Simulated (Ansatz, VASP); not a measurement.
Two plane-wave programs on Sb

POSCAR

```
Sb
1.0
    3.3184651768      0.0000000000      0.0000000000
   -1.6592325884      2.9614043369      0.0000000000
    0.0000000000      0.0000000000      5.3300000000
Sb
2
Direct
    0.3333333333      0.6666666667      0.2500000000
    0.6666666667      0.3333333333      0.7500000000
```

INCAR.step1

```
SYSTEM = Sb
  PREC = Accurate
  ENCUT = 520
  ISMEAR = 0
  SIGMA = 0.15
  LREAL = .False.
  LASPH = .True.
  NELM = 60
  NBANDS = 12
  GGA = PE
  ALGO = Normal
  EDIFF = 1E-4
  LWAVE = .True.
  LCHARG = .False.
```

File INCAR.step2:

```
SYSTEM = Sb
  PREC = Accurate
  ENCUT = 520
  EDIFF = 1E-6
  ISMEAR = 0
  SIGMA = 0.15
  LREAL = .False.
  LASPH = .True.
  NELM = 60
  ALGO = Normal
  ISIF = 2
  LWAVE = .False.
  LCHARG = .False.
  METAGGA = R2SCAN
  LMIXTAU = .True.
  NBANDS = 12
  ISTART = 1
```

The input KPOINTS:

```
Automatic mesh
0
Gamma
  18 18 10
  0 0 0
```

Input for Ansatz:

```yaml
crystal:
  lattice:
    - [3.3184651768, 0.0, 0.0]
    - [-1.6592325884, 2.9614043369, 0.0]
    - [0.0, 0.0, 5.33]
  atoms:
    - { symbol: Sb, position: [0.3333333333, 0.6666666667, 0.25] }
    - { symbol: Sb, position: [0.6666666667, 0.3333333333, 0.75] }
basis:
  ecutwfc: 500
kpoints:
  mp_grid: { grid: [18, 18, 10] }
hamiltonian:
  xc: r2scan
scf:
  occupations: { method: gaussian, width: 0.15 }
output:
  forces: true
  stress: true
  eigenvalues: true
```

Change from the starting cell: strain -0.0150 x Voigt [1, -1, 0, 0, 0, 0], atoms carried along.

Alike in both runs: task single point; functional r2SCAN; k mesh 18 × 18 × 10; occupations gaussian, width 0.15 eV; no spin polarisation.

```csv
,VASP,Ansatz
version,VASP 6.6.1,Ansatz 0.2.0
potentials or method,"VASP PAW PBE potentials, release 64 (Sb), cutoff 520 eV","scalar-relativistic, plane waves, PAW"
valence electrons in the cell,10,30
```

|  | VASP | Ansatz | Ansatz less VASP |
| --- | --- | --- | --- |
| gap on the k mesh at the Fermi level (eV) | none | none | - |
| pressure (GPa) | 2.2 | 2.3 | +0.10 |
| traceless stress, the component that is largest in VASP (GPa) | 1.06 | 1.05 | -0.009 |
| rms of the force components (eV/Å) | 0.016 | 0.016 | -0.0006 |

VASP's potentials were made for PBE, not for r2SCAN. Atom by atom the forces differ by 0.001 eV/Å (rms over components). A gap of «none» marks a metal or a gap that the smearing closes. VASP's potentials hold 10 valence electrons a cell and Ansatz's 30, so a difference there can come from the potentials and not from the codes.

Spin-orbit coupling is off throughout.
